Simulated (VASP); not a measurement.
# BN in VASP: notebook

BN is run at these levels: PBE; tasks: single point.

All numbers are computed with VASP 6.6.1; they aren't measurements. Logs are shortened: lines on timing, memory, paths and dates and some standing lists are left out, and cuts for length are marked.

## Step 1: The cell of the first run

It takes space group Cm (No. 8, monoclinic). The conventional cell has a = 4.500 Å, b = 2.423 Å, c = 6.587 Å, α = 90.00°, β = 90.83°, γ = 90.00°. Within 1.9 Å of B (site symmetry m) lie 3 N at 1.42 to 1.51 Å. Within 1.9 Å of B (site symmetry m) lie 3 N at 1.44 to 1.48 Å. N (site symmetry m) has 3 B at 1.44 to 1.48 Å within 1.9 Å. Within 1.9 Å of N (site symmetry m) lie 3 B at 1.42 to 1.51 Å.

## Step 2: Single point, PBE (strained and its atoms moved)

INCAR reads:

```
SYSTEM = BN
ALGO     = Normal         ! electronic algorithm
EDIFF    = 1E-6           ! SCF threshold, eV
ENCUT    = 520            ! plane-wave cutoff, eV
GGA      = PE             ! functional
ISIF     = 2              ! what is computed and relaxed
ISMEAR   = 0              ! smearing method
LASPH    = .True.         ! aspherical terms in the spheres
LCHARG   = .False.        ! write CHGCAR
LREAL    = .False.        ! projectors in reciprocal space
LWAVE    = .False.        ! write WAVECAR
NBANDS   = 16             ! bands
NELM     = 100            ! most SCF steps
PREC     = Accurate       ! precision mode
SIGMA    = 0.02           ! smearing width, eV
```

KPOINTS reads:

```
k-points
0
Gamma
  12 12 4
  0 0 0
```

POSCAR reads:

```
BN
1.0
    2.4232528267      0.0000000000      0.0000000000
   -1.2116264134      2.2498026345      0.0158681732
    0.0000000000      0.0488370000      6.5866395000
B N
2 2
Direct
   -0.0000965651     -0.0001931303      0.4966234135
    0.3325245332      0.6650490664      0.0003712850
    0.0032019169      0.0064038338      0.0068666018
    0.6643701151      0.3287402301      0.4961386998
```

Potentials or basis: VASP PAW PBE potentials, release 64 (B, N).

Command:

```bash
> cat potpaw_PBE.64/B/POTCAR potpaw_PBE.64/N/POTCAR > POTCAR
> mpirun -np 1 vasp_std > vasp.out
```

OUTCAR:

```text
SYSTEM = BN
   EDIFF = 1E-6
   ENCUT = 520
   GGA = PE
   ISIF = 2
   ISMEAR = 0
   LASPH = .True.
   LREAL = .False.
   NELM = 100
   PREC = Accurate

 ion  position               nearest neighbor table
   1  1.000  1.000  0.497-   4 1.42   4 1.42   4 1.51
   2  0.333  0.665  0.000-   3 1.44   3 1.44   3 1.48
   3  0.003  0.006  0.007-   2 1.44   2 1.44   2 1.48
   4  0.664  0.329  0.496-   1 1.42   1 1.42   1 1.51

  LATTYP: Found a base centered monoclinic cell.
 ALAT       =     4.4997171881
 B/A-ratio  =     0.5385344735
 C/A-ratio  =     1.4638298974
 COS(beta)  =    -0.0144669375

  Lattice vectors:

 A1 = (  -1.2116264133,  -2.2498026345,  -0.0158681732)
 A2 = (   1.2116264134,  -2.2498026345,  -0.0158681732)
 A3 = (   0.0000000000,   0.0488370000,   6.5866395000)

Analysis of symmetry for initial positions (statically):
=====================================================================
 Subroutine PRICEL returns:
 Original cell was already a primitive cell.

 Routine SETGRP: Setting up the symmetry group for a
 base centered monoclinic supercell.

 Subroutine GETGRP returns: Found  2 space group operations
 (whereof  2 operations were pure point group operations)
 out of a pool of  4 trial point group operations.

The static configuration has the point symmetry C_1h.

Analysis of symmetry for dynamics (positions and initial velocities):
=====================================================================
 Subroutine PRICEL returns:
 Original cell was already a primitive cell.

 Routine SETGRP: Setting up the symmetry group for a
 base centered monoclinic supercell.

 Subroutine GETGRP returns: Found  2 space group operations
 (whereof  2 operations were pure point group operations)
 out of a pool of  4 trial point group operations.

The dynamic configuration has the point symmetry C_1h.

 Subroutine INISYM returns: Found  2 space group operations
 (whereof  2 operations are pure point group operations),
 and found     1 'primitive' translations

----------------------------------------------------------------------------------------

                                     Primitive cell

  volume of cell :      35.9074

  direct lattice vectors                    reciprocal lattice vectors
     2.423252827  0.000000000  0.000000000     0.412668455  0.222253340 -0.001647910
    -1.211626413  2.249802634  0.015868173     0.000000000  0.444506680 -0.003295819
     0.000000000  0.048837000  6.586639500     0.000000000 -0.001070881  0.151830429

  length of vectors
     2.423252827  2.555367343  6.586820550     0.468715816  0.444518898  0.151834205

  position of ions in fractional coordinates (direct lattice)
     0.999903435  0.999806870  0.496623413
     0.332524533  0.665049066  0.000371285
     0.003201917  0.006403834  0.006866602
     0.664370115  0.328740230  0.496138700

  ion indices of the primitive-cell ions
   primitive index   ion index
                 1           1
                 2           2
                 3           3
                 4           4

----------------------------------------------------------------------------------------

 KPOINTS: k-points

Automatic generation of k-mesh.
 Grid dimensions read from file:
 generate k-points for:   12   12    4

 Generating k-lattice:

  Cartesian coordinates                     Fractional coordinates (reciprocal lattice)
     0.034389038  0.018521112 -0.000137326     0.083333333  0.000000000 -0.000000000
     0.000000000  0.037042223 -0.000274652     0.000000000  0.083333333  0.000000000
     0.000000000 -0.000267720  0.037957607     0.000000000 -0.000000000  0.250000000

  Length of vectors
     0.039059651  0.037043241  0.037958551

  Shift w.r.t. Gamma in fractional coordinates (k-lattice)
     0.000000000  0.000000000  0.000000000

 Subroutine IBZKPT returns following result:
 ===========================================

 Found    164 irreducible k-points:

 Following reciprocal coordinates:
            Coordinates               Weight
  0.000000  0.000000  0.000000      1.000000
  0.083333 -0.000000 -0.000000      4.000000
  0.166667 -0.000000 -0.000000      4.000000
  0.250000 -0.000000 -0.000000      4.000000
  0.333333 -0.000000 -0.000000      4.000000
  0.416667 -0.000000 -0.000000      4.000000
[... 16 lines left out ...]
  0.333333  0.166667  0.000000      4.000000
  0.416667  0.166667  0.000000      4.000000
 [... further k-points ...]
   k-points           NKPTS =    164   k-points in BZ     NKDIM =    164   number of bands    NBANDS=     16
   number of dos      NEDOS =    301   number of ions     NIONS =      4
   total plane-waves  NPLWV =  18000
   dimension x,y,z NGX =    18 NGY =   20 NGZ =   50
   dimension x,y,z NGXF=    36 NGYF=   40 NGZF=  100
   ions per type =               2   2
   NGX,Y,Z   is equivalent  to a cutoff of  12.35, 13.01, 12.62 a.u.
   NGXF,Y,Z  is equivalent  to a cutoff of  24.70, 26.02, 25.24 a.u.
 SYSTEM =  BN
   PREC   = accura    normal or accurate (medium, high low for compatibility)
   ISTART =      0    job   : 0-new  1-cont  2-samecut
   ICHARG =      2    charge: 1-file 2-atom 10-const
   ISPIN  =      1    spin polarized calculation?
   LNONCOLLINEAR =      F non collinear calculations
   LSORBIT =      F    spin-orbit coupling
   LASPH  =      T    aspherical Exc in radial PAW
   ENCUT  =  520.0 eV  38.22 Ry    6.18 a.u.   4.51  4.75 12.25*2*pi/ulx,y,z
   NELM   =    100;   NELMIN=  2; NELMDL= -5     # of ELM steps
   EDIFF  = 0.1E-05   stopping-criterion for ELM
   LREAL  =      F    real-space projection
   EDIFFG = 0.1E-04   stopping-criterion for IOM
   NSW    =      0    number of steps for IOM
   IBRION =     -1    ionic relax: 0-MD 1-quasi-New 2-CG
   NFREE  =      0    steps in history (QN), initial steepest desc. (CG)
   ISIF   =      2    stress and relaxation
   ISYM   =      2    0-nonsym 1-usesym 2-fastsym
   POTIM  = 0.5000    time-step for ionic-motion
   TEBEG  =    0.0;   TEEND  =   0.0 temperature during run
   PSTRESS=    0.0 pullay stress
   NELECT =      16.0000    total number of electrons
   NUPDOWN=      -1.0000    fix difference up-down
   EMIN   =  10.00;   EMAX   =-10.00  energy-range for DOS
   EFERMI =   0.00;   METHOD = LEGACY
   ISMEAR =     0;   SIGMA  =   0.02  broadening in eV -4-tet -1-fermi 0-gaus
   EFERMI_NEDOS =   21; number of points for ismear=-14 and -15
   IALGO  =     38    algorithm
   IMIX   =      4    mixing-type and parameters
     AMIX     =   0.40;   BMIX     =  1.00
     AMIX_MAG =   1.60;   BMIX_MAG =  1.00
  volume/ion in A,a.u.               =       8.98        60.58
  Fermi-wavevector in a.u.,A,eV,Ry     =   1.250413  2.362937 21.273144  1.563532
  Thomas-Fermi vector in A             =   2.384408
   LORBIT       =      0    0 simple, 1 ext, 2 COOP (PROOUT), +10 PAW based schemes
   GGA     = PE    functional components
   LHFCALC =     F    Hartree Fock is set to
   AEXX    =    0.0000 exact exchange contribution
   IVDW    =     0    specifies the selected vdW correction
   LEPSILON=     F    determine dielectric tensor
   LRPA    =     F    only Hartree local field effects (RPA)
 non-spin polarized calculation
 Gauss-broadening in eV      SIGMA  =   0.02
  energy-cutoff  :      520.00
  volume of cell :       35.91
 maximum number of plane-waves:       986
   NGX =  9   NGY =  9   NGZ = 25

 number of electron      16.0000001 magnetization

 Free energy of the ion-electron system (eV)
  ---------------------------------------------------
  ext. energy  EPLUGINS =         0.00000000
  ---------------------------------------------------
  free energy    TOTEN  =       -34.93209063 eV

  energy without entropy =      -34.93209063  energy(sigma->0) =      -34.93209063

 E-fermi :   2.4876     XC(G=0): -10.1230

 val. band max:        2.3705903701   @ k =   0.4167   0.2500  -0.0000
 cond. band min:       6.4223176869   @ k =   0.0000   0.5000  -0.0000
 fundamental gap:      4.0517273167
 Fermi energy:         2.4876350472

 k-point     1 :       0.0000    0.0000    0.0000
  band No.  band energies     occupation
      1     -15.4749      2.00000
      2     -15.1447      2.00000
      3      -3.9047      2.00000
      4      -1.7004      2.00000
      5       0.5269      2.00000
      6       0.9601      2.00000
[... 8 lines left out ...]
     15      15.2003      0.00000
     16      15.5621      0.00000

 k-point     2 :       0.0833   -0.0000   -0.0000
  band No.  band energies     occupation
      1     -15.3335      2.00000
      2     -15.0083      2.00000
      3      -3.7107      2.00000
      4      -1.5283      2.00000
      5       0.2213      2.00000
      6       0.5455      2.00000
[... 8 lines left out ...]
     15      14.8802      0.00000
     16      16.0433      0.00000

 k-point     3 :       0.1667   -0.0000   -0.0000
  band No.  band energies     occupation
      1     -14.9162      2.00000
      2     -14.6065      2.00000
      3      -3.1353      2.00000
      4      -1.0250      2.00000
      5      -0.8292      2.00000
      6      -0.7759      2.00000
[... 8 lines left out ...]
     15      15.7885      0.00000
     16      17.3812      0.00000

 k-point     4 :       0.2500   -0.0000   -0.0000
  band No.  band energies     occupation
      1     -14.2496      2.00000
      2     -13.9672      2.00000
      3      -2.5989      2.00000
      4      -2.5148      2.00000
      5      -2.1973      2.00000
      6      -0.9658      2.00000
[... 8 lines left out ...]
     15      17.7422      0.00000
     16      17.8221      0.00000
[... 324 lines left out ...]
 k-point    22 :       0.2500    0.1667   -0.0000
  band No.  band energies     occupation
      1     -13.2065      2.00000
      2     -12.9751      2.00000
      3      -4.3595      2.00000
      4      -4.2344      2.00000
      5      -2.6619      2.00000
      6      -2.5644      2.00000
[... 8 lines left out ...]
     15      18.1075      0.00000
     16      18.6319      0.00000

 k-point    23 :       0.3333    0.1667    0.0000
  band No.  band energies     occupation
      1     -12.3919      2.00000
      2     -12.2240      2.00000
      3      -5.5333      2.00000
      4      -5.4045      2.00000
      5      -3.3085      2.00000
      6      -3.1273      2.00000
[... 8 lines left out ...]
     15      17.4637      0.00000
     16      18.0619      0.00000

 k-point    24 :       0.4167    0.1667    0.0000
  band No.  band energies     occupation
      1     -11.9214      2.00000
      2     -11.8229      2.00000
      3      -6.1961      2.00000
      4      -6.0531      2.00000
      5      -3.4392      2.00000
      6      -3.2295      2.00000
[... 8 lines left out ...]
     15      16.9178      0.00000
     16      17.1962      0.00000

 [... further k-points ...]

------------------------ aborting loop because EDIFF is reached ----------------------------------------

  FORCE on cell =-STRESS in cart. coord.  units (eV):
  Direction    XX          YY          ZZ          XY          YZ          ZX
  --------------------------------------------------------------------------------------
  -------------------------------------------------------------------------------------
  Total        6.3536750     -5.1352066      0.6476815      0.0000000     -0.0547611      0.0000000
  in kB      283.4988137   -229.1311681     28.8993290      0.0000000     -2.4434202      0.0000000
  external PRESSURE =      27.7556582 kB  Pullay stress =       0.0000000 kB

 VOLUME and BASIS-vectors are now :
 -----------------------------------------------------------------------------
  energy-cutoff  :      520.00
  volume of cell :       35.91
      direct lattice vectors                 reciprocal lattice vectors
     2.423252827  0.000000000  0.000000000     0.412668455  0.222253340 -0.001647910
    -1.211626413  2.249802634  0.015868173     0.000000000  0.444506680 -0.003295819
     0.000000000  0.048837000  6.586639500     0.000000000 -0.001070881  0.151830429

 POSITION                                       TOTAL-FORCE (eV/Angst)
 -----------------------------------------------------------------------------------
      1.21163      2.27362      3.28694         0.000000     -1.057236     -0.077477
     -0.00000      1.49625      0.01300         0.000000     -0.005148      0.563776
     -0.00000      0.01474      0.04533         0.000000     -0.010308     -0.595961
      1.21163      0.76383      3.27310        -0.000000      1.072692      0.109661
 -----------------------------------------------------------------------------------
    total drift:                                0.000014      0.000397     -0.000149

  FREE ENERGIE OF THE ION-ELECTRON SYSTEM (eV)
  ---------------------------------------------------
  free  energy   TOTEN  =       -34.9320906325 eV

  energy  without entropy=      -34.9320906325  energy(sigma->0) =      -34.93209063
```

Run time: 73 s. Hardware: 1 thread of Intel Xeon Platinum 8375C at 2.90GHz (Ice Lake), shared host; peak memory 0.19 GiB.

Results:

```
Free energy            : -34.9321 eV
Pressure               : 2.8 GPa
Largest force          : 1.078 eV/Å
Band gap on the k mesh : 4.05 eV, indirect (least direct gap 4.44 eV)
```

Forces on the atoms (eV/Å):
```
B    0.000 -1.057 -0.077
B    0.000 -0.005  0.564
N    0.000 -0.010 -0.596
N    0.000  1.073  0.110
```

Stress tensor (GPa, compression positive):
```
 28.35   0.00   0.00
  0.00 -22.91  -0.24
  0.00  -0.24   2.89
```

Levels at points of the mesh, in eV from the valence-band top:
| k point | band 5 | band 6 | band 7 | band 8 | band 9 | band 10 | band 11 | band 12 |
| --- | --- | --- | --- | --- | --- | --- | --- | --- |
| (0.00, 0.00, 0.00) | -1.84 | -1.41 | -1.20 | -0.97 | 5.16 | 9.90 | 10.29 | 10.61 |
| (0.50, 0.00, 0.00) | -4.56 | -4.35 | -1.12 | -0.50 | 4.48 | 5.51 | 8.92 | 9.08 |
| (0.00, 0.50, 0.00) | -3.46 | -3.35 | -1.77 | -1.06 | 4.05 | 5.48 | 10.46 | 10.85 |
| (0.00, 0.00, 0.50) | -1.84 | -1.41 | -1.20 | -0.97 | 7.23 | 7.77 | 10.30 | 10.65 |
| (0.50, 0.00, 0.50) | -4.56 | -4.36 | -0.85 | -0.65 | 4.72 | 4.74 | 9.07 | 9.24 |
| (0.00, 0.50, 0.50) | -3.45 | -3.36 | -1.37 | -1.36 | 4.27 | 4.65 | 11.05 | 11.21 |

Caveat: the cell differs from its parent crystal (strained and its atoms moved); this functional lacks dispersion, which binds the layers, so the pressure and a relaxed spacing across them are unreliable; forces of over 1 eV/Å act on the atoms, so gaps and moduli don't describe the material at rest.

(Part 1 of 2 ends here.)
